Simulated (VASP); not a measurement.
Crystal: MoSe.

```
Mo Se
1.0
     0.00000    2.83929    2.83929
     2.83929    0.00000    2.83929
     2.83929    2.83929    0.00000
Mo Se
1 1
Cartesian
  0.0000 0.0000 0.0000
  1.4196 1.4196 1.4196
```

Base run:

* Program: VASP 6.6.1
* Functional: PBE
* Potentials or basis: VASP PAW PBE potentials, release 64 (Mo_sv, Se)
* Cutoff: 520 eV
* k mesh: 12 × 12 × 12
* Occupations: gaussian, width 0.1 eV
* Spin: no spin polarisation

Its results: pressure -1.5 GPa.

Q: The run is repeated on the same cell with these changes: spin from no spin polarisation to collinear spin; further incar settings from ALGO = Normal; EDIFF = 1e-06; NBANDS = 17 to ALGO = Normal; EDIFF = 1e-06; NBANDS = 21. What comes out?

A: Pressure 0.2 GPa; net moment 1.16 μB per cell; site moments Mo +1.03; Se -0.02 μB.
